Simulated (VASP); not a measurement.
# BeTe in VASP: notebook

The runs below take BeTe through single point, with PBE.

Program: VASP 6.6.1. These are calculated values, not measurements. Logs are shortened: lines on timing, memory, paths and dates and some standing lists are left out, and cuts for length are marked.

## (1) The cell of the first run

It takes space group F-43m (No. 216, cubic). The conventional cell has a = 5.706 Å, b = 5.706 Å, c = 5.706 Å, α = 90.00°, β = 90.00°, γ = 90.00°. Within 3.3 Å of Be (site symmetry -43m) lie 4 Te at 2.47 Å. Within 3.3 Å of Te (site symmetry -43m) lie 4 Be at 2.47 Å.

## (2) Single point, PBE (strain +0.030 along x and y, +0.030 along z)

INCAR reads:

```
PREC = Accurate
ENCUT = 520
EDIFF = 1E-6
ISMEAR = 0
SIGMA = 0.05
LREAL = F
LASPH = T
NELM = 60
ALGO = Normal
ISIF = 2
LWAVE = F
LCHARG = F
GGA = PE
NBANDS = 11
```

KPOINTS reads:

```
Automatic mesh
0
Gamma
  8 8 8
```

POSCAR reads:

```
BeTe
1.0
    0.0000000000      2.8531000000      2.8531000000
    2.8531000000      0.0000000000      2.8531000000
    2.8531000000      2.8531000000      0.0000000000
Be Te
1 1
Direct
    0.0000000000      0.0000000000      0.0000000000
    0.7500000000      0.7500000000      0.7500000000
```

Potentials or basis: VASP PAW PBE potentials, release 64 (Be, Te).

Launch:

```sh
cat potpaw_PBE.64/Be/POTCAR potpaw_PBE.64/Te/POTCAR > POTCAR
mpirun -np 1 vasp_std > vasp.out
```

OUTCAR:

```text
PREC = Accurate
   ENCUT = 520
   EDIFF = 1E-6
   ISMEAR = 0
   LREAL = F
   LASPH = T
   NELM = 60
   ISIF = 2
   GGA = PE

 ion  position               nearest neighbor table
   1  0.000  0.000  0.000-   2 2.47   2 2.47   2 2.47   2 2.47
   2  0.750  0.750  0.750-   1 2.47   1 2.47   1 2.47   1 2.47

  LATTYP: Found a face centered cubic cell.
 ALAT       =     5.7062000000

  Lattice vectors:

 A1 = (   0.0000000000,   2.8531000000,   2.8531000000)
 A2 = (   2.8531000000,   0.0000000000,   2.8531000000)
 A3 = (   2.8531000000,   2.8531000000,   0.0000000000)

Analysis of symmetry for initial positions (statically):
=====================================================================
 Subroutine PRICEL returns:
 Original cell was already a primitive cell.

 Routine SETGRP: Setting up the symmetry group for a
 face centered cubic supercell.

 Subroutine GETGRP returns: Found 24 space group operations
 (whereof 24 operations were pure point group operations)
 out of a pool of 48 trial point group operations.

The static configuration has the point symmetry T_d .

Analysis of symmetry for dynamics (positions and initial velocities):
=====================================================================
 Subroutine PRICEL returns:
 Original cell was already a primitive cell.

 Routine SETGRP: Setting up the symmetry group for a
 face centered cubic supercell.

 Subroutine GETGRP returns: Found 24 space group operations
 (whereof 24 operations were pure point group operations)
 out of a pool of 48 trial point group operations.

The dynamic configuration has the point symmetry T_d .

 Subroutine INISYM returns: Found 24 space group operations
 (whereof 24 operations are pure point group operations),
 and found     1 'primitive' translations

----------------------------------------------------------------------------------------

                                     Primitive cell

  volume of cell :      46.4495

  direct lattice vectors                    reciprocal lattice vectors
     0.000000000  2.853100000  2.853100000    -0.175247976  0.175247976  0.175247976
     2.853100000  0.000000000  2.853100000     0.175247976 -0.175247976  0.175247976
     2.853100000  2.853100000  0.000000000     0.175247976  0.175247976 -0.175247976

  length of vectors
     4.034892715  4.034892715  4.034892715     0.303538398  0.303538398  0.303538398

  position of ions in fractional coordinates (direct lattice)
     0.000000000  0.000000000  0.000000000
     0.750000000  0.750000000  0.750000000

[... 79 lines left out ...]
   NSW    =      0    number of steps for IOM
   IBRION =     -1    ionic relax: 0-MD 1-quasi-New 2-CG
   NFREE  =      0    steps in history (QN), initial steepest desc. (CG)
   ISIF   =      2    stress and relaxation
   ISYM   =      2    0-nonsym 1-usesym 2-fastsym
   POTIM  = 0.5000    time-step for ionic-motion
   TEBEG  =    0.0;   TEEND  =   0.0 temperature during run
   PSTRESS=    0.0 pullay stress
   NELECT =       8.0000    total number of electrons
   NUPDOWN=      -1.0000    fix difference up-down
   EMIN   =  10.00;   EMAX   =-10.00  energy-range for DOS
   EFERMI =   0.00;   METHOD = LEGACY
   ISMEAR =     0;   SIGMA  =   0.05  broadening in eV -4-tet -1-fermi 0-gaus
   EFERMI_NEDOS =   21; number of points for ismear=-14 and -15
   IALGO  =     38    algorithm
   IMIX   =      4    mixing-type and parameters
     AMIX     =   0.40;   BMIX     =  1.00
     AMIX_MAG =   1.60;   BMIX_MAG =  1.00
  volume/ion in A,a.u.               =      23.22       156.73
  Fermi-wavevector in a.u.,A,eV,Ry     =   0.910845  1.721248 11.287920  0.829639
  Thomas-Fermi vector in A             =   2.035055
   LORBIT       =      0    0 simple, 1 ext, 2 COOP (PROOUT), +10 PAW based schemes
   GGA     = PE    functional components
   LHFCALC =     F    Hartree Fock is set to
   AEXX    =    0.0000 exact exchange contribution
   IVDW    =     0    specifies the selected vdW correction
   LEPSILON=     F    determine dielectric tensor
   LRPA    =     F    only Hartree local field effects (RPA)
 non-spin polarized calculation
 Gauss-broadening in eV      SIGMA  =   0.05
  energy-cutoff  :      520.00
  volume of cell :       46.45
 maximum number of plane-waves:      1283
   NGX = 15   NGY = 15   NGZ = 15

 number of electron       8.0000000 magnetization

 Free energy of the ion-electron system (eV)
  ---------------------------------------------------
  ext. energy  EPLUGINS =         0.00000000
  ---------------------------------------------------
  free energy    TOTEN  =        -7.62135941 eV

  energy without entropy =       -7.62135941  energy(sigma->0) =       -7.62135941

 E-fermi :   4.8997     XC(G=0):  -8.8998

 val. band max:        4.6654091492   @ k =   0.0000   0.0000   0.0000
 cond. band min:       6.7324067517   @ k =   0.5000   0.5000   0.0000
 fundamental gap:      2.0669976025
 Fermi energy:         4.8996833043

 k-point     1 :       0.0000    0.0000    0.0000
  band No.  band energies     occupation
      1      -7.3794      2.00000
      2       4.6654      2.00000
      3       4.6654      2.00000
      4       4.6654      2.00000
      5       8.2044      0.00000
      6       8.3056      0.00000
      7       8.3056      0.00000
      8       8.3056      0.00000
      9      12.9218      0.00000
     10      14.8280      0.00000
     11      14.8280      0.00000
[... 309 lines left out ...]
 k-point    24 :      -0.3750    0.2500    0.1250
  band No.  band energies     occupation
      1      -5.9088      2.00000
      2      -0.2307      2.00000
      3       1.9084      2.00000
      4       2.8718      2.00000
      5       8.8242      0.00000
      6       9.0526      0.00000
      7      11.2092      0.00000
      8      12.2859      0.00000
      9      13.1000      0.00000
     10      16.1086      0.00000
     11      16.4486      0.00000

 [... further k-points ...]
[... 5 lines left out ...]
  --------------------------------------------------------------------------------------
  -------------------------------------------------------------------------------------
  Total       -0.3139513     -0.3139513     -0.3139513     -0.0000000      0.0000000      0.0000000
  in kB      -10.8290888    -10.8290888    -10.8290888     -0.0000000      0.0000000      0.0000000
  external PRESSURE =     -10.8290888 kB  Pullay stress =       0.0000000 kB

 VOLUME and BASIS-vectors are now :
 -----------------------------------------------------------------------------
  energy-cutoff  :      520.00
  volume of cell :       46.45
      direct lattice vectors                 reciprocal lattice vectors
     0.000000000  2.853100000  2.853100000    -0.175247976  0.175247976  0.175247976
     2.853100000  0.000000000  2.853100000     0.175247976 -0.175247976  0.175247976
     2.853100000  2.853100000  0.000000000     0.175247976  0.175247976 -0.175247976

 POSITION                                       TOTAL-FORCE (eV/Angst)
 -----------------------------------------------------------------------------------
      0.00000      0.00000      0.00000        -0.000000     -0.000000     -0.000000
      4.27965      4.27965      4.27965         0.000000      0.000000      0.000000
 -----------------------------------------------------------------------------------
    total drift:                               -0.000000     -0.000000     -0.000000

  FREE ENERGIE OF THE ION-ELECTRON SYSTEM (eV)
  ---------------------------------------------------
  free  energy   TOTEN  =        -7.6213594099 eV

  energy  without entropy=       -7.6213594099  energy(sigma->0) =       -7.62135941
```

OSZICAR:

```text
N       E                     dE             d eps       ncg     rms          rms(c)
DAV:   1     0.187371260307E+02    0.18737E+02   -0.32658E+03   638   0.583E+02
DAV:   2    -0.662237549135E+01   -0.25360E+02   -0.24679E+02   813   0.898E+01
DAV:   3    -0.771496215208E+01   -0.10926E+01   -0.10913E+01   858   0.200E+01
DAV:   4    -0.772587156682E+01   -0.10909E-01   -0.10908E-01   750   0.221E+00
DAV:   5    -0.772609347280E+01   -0.22191E-03   -0.22190E-03   808   0.302E-01    0.389E+00
DAV:   6    -0.764532228581E+01    0.80771E-01   -0.91490E-02   734   0.120E+00    0.235E+00
DAV:   7    -0.762029388898E+01    0.25028E-01   -0.86122E-02   737   0.128E+00    0.411E-01
DAV:   8    -0.762104713069E+01   -0.75324E-03   -0.54089E-03   728   0.417E-01    0.696E-02
DAV:   9    -0.762129177970E+01   -0.24465E-03   -0.29847E-04   746   0.102E-01    0.272E-02
DAV:  10    -0.762135461792E+01   -0.62838E-04   -0.76957E-05   714   0.450E-02    0.141E-02
DAV:  11    -0.762135727853E+01   -0.26606E-05   -0.25213E-06   823   0.949E-03    0.880E-03
DAV:  12    -0.762135935901E+01   -0.20805E-05   -0.43705E-06   680   0.118E-02    0.426E-03
DAV:  13    -0.762135940987E+01   -0.50855E-07   -0.25217E-08   494   0.116E-03
   1 F= -.76213594E+01 E0= -.76213594E+01  d E =-.482894E-13
```

stdout:

```text
POSCAR found type information on POSCAR BeTe
 POSCAR found :  2 types and       2 ions
 scaLAPACK will be used
 LDA part: xc-table for (Slater+PW92), standard interpolation
 POSCAR, INCAR and KPOINTS ok, starting setup
 FFT: planning ... GRIDC
 FFT: planning ... GRID_SOFT
 FFT: planning ... GRID
 WAVECAR not read
 entering main loop
```

It took 19 s on 1 thread of AMD EPYC 7R43 (Zen 3), shared host; peak memory 0.13 GiB.

Results:

| Property | Result |
| --- | --- |
| Free energy | -7.6214 eV |
| Pressure | -1.1 GPa |
| Band gap on the k mesh | 2.07 eV, indirect (least direct gap 3.54 eV) |

Caveat: the cell differs from its parent crystal (strain +0.030 along x and y, +0.030 along z); spin-orbit coupling is left out, which moves the levels of the heavy elements. A k mesh can miss the band edges.

## (3) Single point, PBE (strain -0.030 along x and y, +0.000 along z)

INCAR reads:

```
SYSTEM = BeTe
PREC = Accurate
ENCUT = 520
EDIFF = 1E-7
ISMEAR = 0
SIGMA = 0.05
LREAL = .FALSE.
LASPH = .TRUE.
NELM = 60
ALGO = Normal
ISIF = 2
LWAVE = .FALSE.
LCHARG = .FALSE.
GGA = PE
NBANDS = 11
```

KPOINTS reads:

```
regular mesh
0
G
  8 8 8
  0 0 0
```

POSCAR reads:

```
BeTe
1.0
    0.0000000000      2.6869000000      2.7700000000
    2.6869000000      0.0000000000      2.7700000000
    2.6869000000      2.6869000000      0.0000000000
Be Te
1 1
Direct
    0.0000000000      0.0000000000      0.0000000000
    0.7500000000      0.7500000000      0.7500000000
```

Potentials or basis: VASP PAW PBE potentials, release 64 (Be, Te).

Launch:

```sh
cat potpaw_PBE.64/Be/POTCAR potpaw_PBE.64/Te/POTCAR > POTCAR
mpirun -np 1 vasp_std > vasp.out
```

Run time: 35 s. Hardware: 1 thread of AMD EPYC 7R43 (Zen 3), shared host; peak memory 0.14 GiB.

The run converged. Its results:

| Quantity | Value |
| --- | --- |
| Free energy | -7.4721 eV |
| Pressure | 9.5 GPa |
| Band gap on the k mesh | 1.54 eV, indirect (least direct gap 3.42 eV) |

Stress tensor (GPa, compression positive):
```
10.18  0.00  0.00
 0.00 10.18  0.00
 0.00  0.00  8.07
```

Levels at points of the mesh, in eV from the valence-band top:
| k point | band 1 | band 2 | band 3 | band 4 | band 5 | band 6 | band 7 | band 8 |
| --- | --- | --- | --- | --- | --- | --- | --- | --- |
| (0.00, 0.00, 0.00) | -13.15 | -0.19 | 0.00 | 0.00 | 3.42 | 3.42 | 3.48 | 4.60 |
| (0.50, 0.00, 0.00) | -11.50 | -6.36 | -1.55 | -1.25 | 3.26 | 4.41 | 4.57 | 7.69 |
| (0.50, 0.50, 0.00) | -11.00 | -5.93 | -2.99 | -2.99 | 1.78 | 2.60 | 10.33 | 10.33 |
| (0.50, 0.00, 0.50) | -10.84 | -5.74 | -3.26 | -3.19 | 1.54 | 2.34 | 10.21 | 10.41 |

Caveat: the cell differs from its parent crystal (strain -0.030 along x and y, +0.000 along z); spin-orbit coupling is left out, which moves the levels of the heavy elements. A k mesh can miss the band edges.

(Continued in part 2 of 2.)
